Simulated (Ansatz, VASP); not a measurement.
# Mo in VASP and in Ansatz

```
Mo
1.0
    -1.56472    1.56472    1.56472
     1.56472   -1.56472    1.56472
     1.56472    1.56472   -1.56472
Mo
1
Direct
  0.00000 0.00000 0.00000
```

Alike in both runs: functional PBEsol; k mesh 18 × 18 × 18; occupations gaussian, width 0.1 eV; no spin polarisation.

Ansatz relaxed the structure, and its values are those at the end. VASP's run is a single point on that final structure, the one shown.

|  | VASP | Ansatz |
| --- | --- | --- |
| version | VASP 6.6.1 | Ansatz 0.2.0 |
| potentials or method | VASP PAW PBE potentials, release 64 (Mo_sv), cutoff 520 eV | scalar-relativistic, plane waves, PAW |
| valence electrons in the cell | 14 | 14 |

VASP gave:

* gap on the k mesh at the Fermi level (eV): none
* pressure (GPa): 0.5

Task: Which values does Ansatz return?

Result: gap on the k mesh at the Fermi level (eV): none; pressure (GPa): 0.0.

VASP's potentials were made for PBE, not for PBEsol, and Ansatz warns of the same on its side. A gap of «none» marks a metal or a gap that the smearing closes.
